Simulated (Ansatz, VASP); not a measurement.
Be3Zn2Cd2Hg3S10: VASP beside Ansatz

```xyz
20
Lattice="2.7829 2.7841 5.4431 -2.7644 -2.7701 5.4269 8.3399 -5.5650 2.7243" Properties=species:S:1:pos:R:3 pbc="T T T"
Be    0.1638   -0.0532   10.8552
Be    2.6892   -2.6247   10.8641
Be    2.8253    0.1171    8.0798
S     3.7789   -4.0010    9.6245
S     6.9948   -4.1847    6.9822
S     7.1138   -4.3682   12.5182
S     6.8663   -7.0167    9.3121
S     1.5929   -1.1665    9.5930
S     4.0765   -0.9585    6.7419
S     1.3588   -4.4652    6.6823
S     4.2959   -4.1576    4.1413
S     1.7180    1.2347    6.6360
S     1.1589   -1.4402    3.9234
Zn    5.5810   -2.8603    2.7329
Zn    0.0498   -0.0437    5.4241
Cd    5.5130   -5.4709   10.8344
Cd    2.7249   -2.7057    5.4482
Hg    5.7646   -5.7948    5.4451
Hg    0.1413   -2.7097    8.1660
Hg    5.3666   -2.6165    8.1607
```

Alike in both runs: task single point; functional PBE; k mesh 4 × 4 × 3; occupations gaussian, width 0.02 eV; no spin polarisation.

|  | VASP | Ansatz |
| --- | --- | --- |
| version | VASP 6.6.1 | Ansatz 0.2.0 |
| potentials or method | VASP PAW PBE potentials, release 64 (Be, S, Zn, Cd, Hg), cutoff 520 eV | scalar-relativistic, plane waves, PAW |
| valence electrons in the cell | 150 | 190 |

|  | VASP | Ansatz | Ansatz less VASP |
| --- | --- | --- | --- |
| gap on the k mesh at the Fermi level (eV) | 1.29 | 1.29 | -0.006 |
| least direct gap on the mesh (eV) | 1.30 | 1.29 | -0.007 |
| pressure (GPa) | 0.2 | 0.0 | -0.21 |
| traceless stress, the component that is largest in VASP (GPa) | -0.19 | -0.19 | +0.005 |
| rms of the force components (eV/Å) | 0.021 | 0.018 | -0.0026 |

Atom by atom the forces differ by 0.013 eV/Å (rms over components). The functional is the same, so the differences come from potentials, cutoffs and numerics. VASP's potentials hold 150 valence electrons a cell and Ansatz's 190, so a difference there can come from the potentials and not from the codes.

Neither program's run includes spin-orbit coupling.
